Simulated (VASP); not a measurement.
Here is a VASP 6.6.1 calculation.

The input INCAR:

```
SYSTEM = Zr
PREC = Accurate ; ENCUT = 600
EDIFF = 1E-6 ; ISMEAR = -1
SIGMA = 0.05 ; LREAL = .False.
LASPH = .True. ; NELM = 60
ALGO = Normal ; ISIF = 3
LWAVE = .False. ; LCHARG = .False.
GGA = PS ; IBRION = 2
NSW = 60 ; EDIFFG = -0.005
PSTRESS = 130.0
```

File KPOINTS:

```
regular mesh
0
Gamma
  15 15 14
  0 0 0
```

File POSCAR:

```
Zr
1.0
    2.9427457962      0.0000000000      0.0000000000
   -1.4713728981      2.5484926164      0.0000000000
    0.0000000000      0.0000000000      2.7661810484
Zr
1
Direct
    0.0000000000      0.0000000000      0.0000000000
```

Potentials or basis: VASP PAW PBE potentials, release 64 (Zr_sv).

Launch:

```console
$ cat potpaw_PBE.64/Zr_sv/POTCAR > POTCAR
$ mpirun -np 1 vasp_std > vasp.out
```

(1) Estimate the space group after relaxing (to 0.1 Å).

(2) Predict the relaxed cell.

(3) Predict the relaxed volume.

Results:

(1) P6/mmm (No. 191).

(2) a = 2.869 Å, b = 2.869 Å, c = 2.836 Å, α = 90.00°, β = 90.00°, γ = 120.00°.

(3) 20.21 Å³/atom.

Caveat: the cell is relaxed towards a set pressure, so the run minimises the enthalpy, not the energy; the PAW data sets were made with another functional, which shifts forces and pressure a little.
